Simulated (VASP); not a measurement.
# CsPbBr3 (Pm-3m) in VASP: a series of runs, part 2 of 2

VASP 6.6.1. The steps go on from the part before.

### Step 4. Single point, PBEsol (strain +0.015 along x and y, +0.015 along z)

Contents of INCAR:

```
PREC     = Accurate       # precision mode
ENCUT    = 520            # plane-wave cutoff, eV
EDIFF    = 1E-6           # SCF threshold, eV
ISMEAR   = 0              # smearing method
SIGMA    = 0.05           # smearing width, eV
LREAL    = F              # projectors in reciprocal space
LASPH    = T              # aspherical terms in the spheres
NELM     = 80             # most SCF steps
ALGO     = Normal         # electronic algorithm
ISIF     = 2              # what is computed and relaxed
LWAVE    = F              # write WAVECAR
LCHARG   = F              # write CHGCAR
GGA      = PS             # functional
NBANDS   = 30             # bands
```

Contents of KPOINTS:

```
regular mesh
0
Gamma
  6 6 6
```

Contents of POSCAR:

```
CsPbBr3
1.0
    5.9580500000      0.0000000000      0.0000000000
    0.0000000000      5.9580500000      0.0000000000
    0.0000000000      0.0000000000      5.9580500000
Cs Pb Br
1 1 3
Direct
    0.0000000000      0.0000000000      0.0000000000
    0.5000000000      0.5000000000      0.5000000000
    0.0000000000      0.5000000000      0.5000000000
    0.5000000000      0.0000000000      0.5000000000
    0.5000000000      0.5000000000      0.0000000000
```

Potentials or basis: VASP PAW PBE potentials, release 64 (Cs_sv, Pb_d, Br).

On the command line:

```sh
$ cat potpaw_PBE.64/Cs_sv/POTCAR potpaw_PBE.64/Pb_d/POTCAR potpaw_PBE.64/Br/POTCAR > POTCAR
$ mpirun -np 1 vasp_std > vasp.out
```

OUTCAR:

```text
PREC = Accurate
   ENCUT = 520
   EDIFF = 1E-6
   ISMEAR = 0
   LREAL = F
   LASPH = T
   NELM = 80
   ISIF = 2
   GGA = PS

 ion  position               nearest neighbor table
   1  0.000  0.000  0.000-
   2  0.500  0.500  0.500-   3 2.98   4 2.98   5 2.98   5 2.98   4 2.98   3 2.98
   3  0.000  0.500  0.500-   2 2.98   2 2.98
   4  0.500  0.000  0.500-   2 2.98   2 2.98
   5  0.500  0.500  0.000-   2 2.98   2 2.98

  LATTYP: Found a simple cubic cell.
 ALAT       =     5.9580500000

  Lattice vectors:

 A1 = (   5.9580500000,   0.0000000000,   0.0000000000)
 A2 = (   0.0000000000,   5.9580500000,   0.0000000000)
 A3 = (   0.0000000000,   0.0000000000,   5.9580500000)

Analysis of symmetry for initial positions (statically):
=====================================================================
 Subroutine PRICEL returns:
 Original cell was already a primitive cell.

 Routine SETGRP: Setting up the symmetry group for a
 simple cubic supercell.

 Subroutine GETGRP returns: Found 48 space group operations
 (whereof 48 operations were pure point group operations)
 out of a pool of 48 trial point group operations.

The static configuration has the point symmetry O_h .

Analysis of symmetry for dynamics (positions and initial velocities):
=====================================================================
 Subroutine PRICEL returns:
 Original cell was already a primitive cell.

 Routine SETGRP: Setting up the symmetry group for a
 simple cubic supercell.

 Subroutine GETGRP returns: Found 48 space group operations
 (whereof 48 operations were pure point group operations)
 out of a pool of 48 trial point group operations.
[... 116 lines left out ...]
   EFERMI =   0.00;   METHOD = LEGACY
   ISMEAR =     0;   SIGMA  =   0.05  broadening in eV -4-tet -1-fermi 0-gaus
   EFERMI_NEDOS =   21; number of points for ismear=-14 and -15
   IALGO  =     38    algorithm
   IMIX   =      4    mixing-type and parameters
     AMIX     =   0.40;   BMIX     =  1.00
     AMIX_MAG =   1.60;   BMIX_MAG =  1.00
  volume/ion in A,a.u.               =      42.30       285.46
  Fermi-wavevector in a.u.,A,eV,Ry     =   0.970037  1.833104 12.802695  0.940972
  Thomas-Fermi vector in A             =   2.100139
   LORBIT       =      0    0 simple, 1 ext, 2 COOP (PROOUT), +10 PAW based schemes
   GGA     = PS    functional components
   LHFCALC =     F    Hartree Fock is set to
   AEXX    =    0.0000 exact exchange contribution
   IVDW    =     0    specifies the selected vdW correction
   LEPSILON=     F    determine dielectric tensor
   LRPA    =     F    only Hartree local field effects (RPA)
 non-spin polarized calculation
 Gauss-broadening in eV      SIGMA  =   0.05
  energy-cutoff  :      520.00
  volume of cell :      211.50
 maximum number of plane-waves:      5728
 NGX is ok and might be reduce to    48
   NGX = 23   NGY = 23   NGZ = 23

 number of electron      43.9999989 magnetization

 Free energy of the ion-electron system (eV)
  ---------------------------------------------------
  ext. energy  EPLUGINS =         0.00000000
  ---------------------------------------------------
  free energy    TOTEN  =       -16.78378436 eV

  energy without entropy =      -16.78378436  energy(sigma->0) =      -16.78378436

 E-fermi :   0.9007     XC(G=0):  -7.6241

 val. band max:        0.6974865805   @ k =   0.5000   0.5000   0.5000
 cond. band min:       2.3003214022   @ k =   0.5000   0.5000   0.5000
 fundamental gap:      1.6028348216
 Fermi energy:         0.9007118272

 k-point     1 :       0.0000    0.0000    0.0000
  band No.  band energies     occupation
      1     -20.5600      2.00000
      2     -15.9445      2.00000
      3     -15.9445      2.00000
      4     -15.8134      2.00000
      5     -15.8134      2.00000
      6     -15.8134      2.00000
[... 649 lines left out ...]
     29       6.0423      0.00000
     30       7.2608      0.00000

------------------------ aborting loop because EDIFF is reached ----------------------------------------

  FORCE on cell =-STRESS in cart. coord.  units (eV):
  Direction    XX          YY          ZZ          XY          YZ          ZX
  --------------------------------------------------------------------------------------
  -------------------------------------------------------------------------------------
  Total       -1.1222125     -1.1222125     -1.1222125      0.0000000      0.0000000     -0.0000000
  in kB       -8.5010636     -8.5010636     -8.5010636      0.0000000      0.0000000     -0.0000000
  external PRESSURE =      -8.5010636 kB  Pullay stress =       0.0000000 kB

 VOLUME and BASIS-vectors are now :
 -----------------------------------------------------------------------------
  energy-cutoff  :      520.00
  volume of cell :      211.50
      direct lattice vectors                 reciprocal lattice vectors
     5.958050000  0.000000000  0.000000000     0.167840149  0.000000000  0.000000000
     0.000000000  5.958050000  0.000000000     0.000000000  0.167840149  0.000000000
     0.000000000  0.000000000  5.958050000     0.000000000  0.000000000  0.167840149

 POSITION                                       TOTAL-FORCE (eV/Angst)
 -----------------------------------------------------------------------------------
      0.00000      0.00000      0.00000         0.000000      0.000000      0.000000
      2.97903      2.97903      2.97903         0.000000      0.000000      0.000000
      0.00000      2.97903      2.97903         0.000000      0.000000      0.000000
      2.97903      0.00000      2.97903         0.000000      0.000000      0.000000
      2.97903      2.97903      0.00000         0.000000      0.000000      0.000000
 -----------------------------------------------------------------------------------
    total drift:                                0.000000     -0.000000     -0.000000

  FREE ENERGIE OF THE ION-ELECTRON SYSTEM (eV)
  ---------------------------------------------------
  free  energy   TOTEN  =       -16.7837843567 eV

  energy  without entropy=      -16.7837843567  energy(sigma->0) =      -16.78378436
```

stdout:

```text
POSCAR found type information on POSCAR CsPbBr
 POSCAR found :  3 types and       5 ions
 scaLAPACK will be used
 -----------------------------------------------------------------------------
|                                                                             |
|                                                                             |
|     You enforced a specific xc type in the INCAR file but a different       |
|     I HOPE YOU KNOW WHAT YOU ARE DOING!                                     |
|                                                                             |
 -----------------------------------------------------------------------------

 LDA part: xc-table for (Slater+PW92), standard interpolation
 POSCAR, INCAR and KPOINTS ok, starting setup
 FFT: planning ... GRIDC
 FFT: planning ... GRID_SOFT
 FFT: planning ... GRID
 WAVECAR not read
 entering main loop
```

Wall time 95 s (1 thread of AMD EPYC 9R14 (Zen 4), shared host); peak memory 0.36 GiB.

Results:

- Free energy: -16.7838 eV
- Pressure: -0.9 GPa
- Band gap on the k mesh: 1.60 eV

Caveat: the cell differs from its parent crystal (strain +0.015 along x and y, +0.015 along z); the PAW data sets were made with another functional, which shifts forces and pressure a little; spin-orbit coupling is left out, which moves the levels of the heavy elements.

### Step 5. Summary

| cell | gap on the mesh (eV) | pressure (GPa) |
| --- | --- | --- |
| a = 5.694 Å, 5 atoms | 1.00 | 2.5 |
| a = 5.782 Å, 5 atoms | 1.23 | 1.1 |
| a = 5.958 Å, 5 atoms | 1.60 | -0.9 |

Alike in all rows: task single point; level PBEsol; potentials or basis VASP PAW PBE potentials, release 64 (Cs_sv, Pb_d, Br); no spin polarisation; k mesh 6 × 6 × 6; cutoff (eV) 520; smearing gaussian 0.05 eV.

Caveats: the PAW data sets were made with another functional, which shifts forces and pressure a little; spin-orbit coupling is left out, which moves the levels of the heavy elements.

Total energies depend on the potentials used, so only differences within one code and one set of settings carry meaning.
